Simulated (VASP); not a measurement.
# Ag32Cl33 (a cell with a defect) in VASP: notebook, part 2 of 2

VASP 6.6.1.

**3. Single point, PBEsol**

The input, INCAR:

```
PREC = Accurate
ENCUT = 400
EDIFF = 1E-6
ISMEAR = -1
SIGMA = 0.05
LREAL = Auto
LASPH = T
NELM = 120
ALGO = Normal
ISIF = 2
LWAVE = F
LCHARG = F
GGA = PS
NELECT = 582.0
ISYM = -1
NBANDS = 330
GGA_COMPAT = F
```

The input, KPOINTS:

```
explicit points
1
Reciprocal
  0.25000000   0.25000000   0.25000000 1
```

The input, POSCAR:

```
Ag32Cl33
1.0
   10.8954980000      0.0000000000      0.0000000000
    0.0000000000     10.8954980000      0.0000000000
    0.0000000000      0.0000000000     10.8954980000
Cl Ag
33 32
Direct
    0.2467420000      0.0172670000      0.0296550000
    0.2654920000      0.9831640000      0.4982180000
    0.2472980000      0.4921870000      0.0110280000
    0.2553190000      0.4425270000      0.5792650000
    0.7721360000      0.9943600000      0.0029880000
    0.7943370000      0.0190680000      0.4966390000
    0.7584220000      0.4892370000      0.9985080000
    0.7058820000      0.5162940000      0.5020760000
    0.0011930000      0.2515910000      0.9730760000
    0.9898460000      0.2768770000      0.5034820000
    0.9880050000      0.7348500000      0.9564230000
    0.9787680000      0.7386840000      0.4408920000
    0.5030990000      0.2412770000      0.9985560000
    0.5113120000      0.2584210000      0.5024900000
    0.4795550000      0.7490350000      0.0136520000
    0.5500430000      0.8175940000      0.5206520000
    0.0217680000      0.0301790000      0.2584310000
    0.0079550000      0.9802060000      0.7431250000
    0.9825700000      0.4891400000      0.2409150000
    0.9775890000      0.5203640000      0.7119500000
    0.5131540000      0.0116520000      0.2520570000
    0.5037880000      0.9844430000      0.7842070000
    0.5154350000      0.4919060000      0.2295330000
    0.5104050000      0.4791410000      0.7770030000
    0.2537250000      0.2784190000      0.2702580000
    0.2561470000      0.1931040000      0.7587100000
    0.1779430000      0.7510690000      0.1979320000
    0.2659450000      0.7216550000      0.7524560000
    0.7503460000      0.2430250000      0.2452980000
    0.7498510000      0.2284770000      0.7500380000
    0.7271040000      0.7511540000      0.2415540000
    0.7294840000      0.7409540000      0.7728550000
    0.3449810000      0.6601360000      0.4086500000
    0.0113600000      0.9901080000      0.9982910000
    0.0332070000      0.0292770000      0.5026670000
    0.9973520000      0.4976830000      0.9824030000
    0.0611200000      0.5114460000      0.4703030000
    0.5127930000      0.9947660000      0.0170240000
    0.5392600000      0.0394190000      0.5305300000
    0.5048220000      0.4946880000      0.0042280000
    0.4758850000      0.5262760000      0.5445950000
    0.2530530000      0.2523410000      0.0161280000
    0.2498170000      0.2172690000      0.5060420000
    0.2336970000      0.7563270000      0.9778450000
    0.1785670000      0.7561560000      0.5448600000
    0.7515050000      0.2410710000      0.9991210000
    0.7541540000      0.2737580000      0.4963050000
    0.7333950000      0.7402590000      0.0068160000
    0.7682160000      0.7628380000      0.5158520000
    0.2798700000      0.9517320000      0.2630650000
    0.2545150000      0.9572660000      0.7881470000
    0.2342700000      0.5141580000      0.2644700000
    0.1823430000      0.4244450000      0.8006020000
    0.7695450000      0.9987410000      0.2542370000
    0.7494900000      0.9836770000      0.7391460000
    0.7490300000      0.4953980000      0.2612720000
    0.7504400000      0.4758900000      0.7460830000
    0.0053190000      0.2581440000      0.2299120000
    0.0039690000      0.2368880000      0.7353010000
    0.9487020000      0.8067190000      0.1873400000
    0.9682340000      0.7536080000      0.7061430000
    0.4979020000      0.2535650000      0.2492650000
    0.4987570000      0.2290560000      0.7502960000
    0.4799750000      0.7648050000      0.2547020000
    0.4967670000      0.7268490000      0.7368180000
```

Potentials or basis: VASP PAW PBE potentials, release 64 (Cl, Ag).

Run with:

```bash
$ cat potpaw_PBE.64/Cl/POTCAR potpaw_PBE.64/Ag/POTCAR > POTCAR
$ mpirun -np 1 vasp_std > vasp.out
```

Run time: 12 min. Hardware: 1 thread of Intel Xeon Platinum 8259CL at 2.50GHz (Skylake/Cascade Lake), shared host; peak memory 0.83 GiB.

Results (log left out):

| Quantity | Value |
| --- | --- |
| Free energy | -199.8662 eV |
| Largest force | 0.067 eV/Å |

Forces in eV/Å, atoms in the order of the input:
```
Cl  -0.002  0.008 -0.006
Cl  -0.001  0.018 -0.011
Cl  -0.002 -0.026 -0.009
Cl  -0.031 -0.050  0.016
Cl   0.003  0.020  0.002
Cl   0.004  0.003  0.000
Cl  -0.005 -0.018 -0.016
Cl   0.016  0.011  0.037
Cl  -0.003 -0.009 -0.016
Cl  -0.001 -0.019  0.023
Cl  -0.018  0.018 -0.008
Cl  -0.012  0.008  0.011
Cl   0.003 -0.026  0.013
Cl   0.007 -0.011  0.007
Cl   0.009  0.002  0.015
Cl   0.011  0.007  0.010
Cl   0.003  0.011 -0.019
Cl  -0.005  0.004  0.006
Cl   0.006 -0.020 -0.010
Cl  -0.002  0.003  0.005
Cl  -0.003  0.014 -0.016
Cl   0.005  0.010  0.004
Cl   0.023 -0.060  0.020
Cl   0.015 -0.023 -0.019
Cl   0.013 -0.009 -0.015
Cl  -0.004 -0.012  0.001
Cl  -0.028  0.008 -0.003
Cl  -0.002  0.021 -0.004
Cl  -0.006 -0.008 -0.009
Cl   0.006 -0.011  0.015
Cl   0.006  0.000  0.003
Cl   0.000  0.018 -0.008
Cl  -0.004  0.004  0.011
Ag   0.008 -0.012  0.007
Ag   0.019  0.005  0.001
Ag   0.021 -0.007  0.002
Ag   0.009  0.022 -0.008
Ag  -0.003 -0.004 -0.001
Ag  -0.010 -0.010  0.022
Ag  -0.018  0.046 -0.017
Ag   0.021  0.011 -0.031
Ag   0.003  0.016  0.001
Ag  -0.014  0.014  0.006
Ag   0.017  0.003 -0.003
Ag  -0.011 -0.002 -0.009
Ag  -0.002  0.009 -0.003
Ag  -0.018  0.010 -0.007
Ag   0.010 -0.004  0.010
Ag   0.000 -0.017 -0.006
Ag  -0.009 -0.011  0.016
Ag   0.003 -0.011 -0.003
Ag   0.004  0.009  0.011
Ag   0.008  0.019  0.008
Ag   0.000 -0.011 -0.001
Ag  -0.007 -0.009 -0.013
Ag  -0.017  0.020 -0.011
Ag  -0.018  0.003  0.009
Ag   0.009  0.000  0.021
Ag   0.000  0.008 -0.008
Ag  -0.004 -0.008  0.003
Ag   0.009 -0.005 -0.002
Ag  -0.003  0.026  0.018
Ag  -0.008  0.013 -0.022
Ag  -0.009 -0.006  0.004
Ag   0.009 -0.002 -0.021
```

Levels at points of the mesh, in eV from the Fermi level:
| k point | band 288 | band 289 | band 290 | band 291 | band 292 | band 293 | band 294 | band 295 |
| --- | --- | --- | --- | --- | --- | --- | --- | --- |
| (0.25, 0.25, 0.25) | -0.17 | -0.15 | -0.12 | -0.07 | 0.01 | 1.65 | 2.76 | 2.87 |

Caveat: the cell carries a net charge on a neutralising background, which shifts energy and pressure; the cell is charged against a uniform background, so pressure and absolute levels hang on convention; the PAW data sets were made with another functional, which shifts forces and pressure a little.
